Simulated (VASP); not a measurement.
## InP: relaxation of cell and atoms with r2SCAN

Crystal: InP.

```
CELL_PARAMETERS angstrom
0.00000 2.93050 2.93050
2.93050 0.00000 2.93050
2.93050 2.93050 0.00000
ATOMIC_POSITIONS crystal
In 0.00000 0.00000 0.00000
P 0.25000 0.25000 0.25000
```

| Property | Result |
| --- | --- |
| Program | VASP 6.6.1 |
| Task | relaxation of cell and atoms |
| Functional | r2SCAN |
| Potentials or basis | VASP PAW PBE potentials, release 64 (In_d, P) |
| Cutoff | 600 eV |
| k mesh | 8 × 8 × 8 |
| Occupations | fermi-dirac, width 0.02 eV |
| Spin | no spin polarisation |
| Dipole correction | no |
| Further INCAR settings | ALGO = Normal; EDIFF = 1e-06; IBRION = 2; EDIFFG = -0.01; NSW = 80; ISIF = 3 |

```json
{"Relaxed volume": "25.73 Å³/atom", "Relaxed cell": "a = 4.175 Å, b = 4.175 Å, c = 4.175 Å, α = 60.00°, β = 60.00°, γ = 60.00°", "Space group after relaxing (to 0.05 Å)": "F-43m (No. 216)", "Energy gained by relaxing": "2.8 meV/atom", "Ionic steps": "3", "Pressure after relaxing": "0.0 GPa", "Band gap on the k mesh": "1.04 eV, direct"}
```

The path:
```csv
step,energy change (eV),largest force (eV/Å),pressure (GPa),volume (Å³)
1,0.0000,0.0000,1.59,50.33
2,-0.0035,0.0000,-0.86,52.17
3,-0.0055,0.0000,0.01,51.46
```

Final structure:
```yaml
crystal:
  lattice:
    - [0.00000, 2.95222, 2.95222]
    - [2.95222, 0.00000, 2.95222]
    - [2.95222, 2.95222, 0.00000]
  atoms:
    - { symbol: In, position: [0.00000, 0.00000, 0.00000] }
    - { symbol: P, position: [0.25000, 0.25000, 0.25000] }
```

Levels at points of the mesh, in eV from the valence-band top:
```tsv
k point	band 5	band 6	band 7	band 8	band 9	band 10	band 11	band 12	band 13
(0.00, 0.00, 0.00)	-14.45	-11.85	0.00	0.00	0.00	1.04	4.44	4.44	4.44
(0.50, 0.00, 0.00)	-14.43	-10.11	-5.76	-0.98	-0.98	1.81	5.16	5.16	7.50
(0.50, 0.50, 0.00)	-14.41	-9.46	-5.78	-2.33	-2.33	2.04	2.55	9.74	10.16
```

Run time: 100 s on 1 thread of Intel(R) Xeon(R) 6975P-C (Granite Rapids), with other jobs on the host, peak memory 0.24 GiB.

Caveat: the PAW data sets were made with another functional, which shifts forces and pressure a little; spin-orbit coupling is left out, which moves the levels of the heavy elements. Zero-point motion and thermal expansion aren't in these numbers.
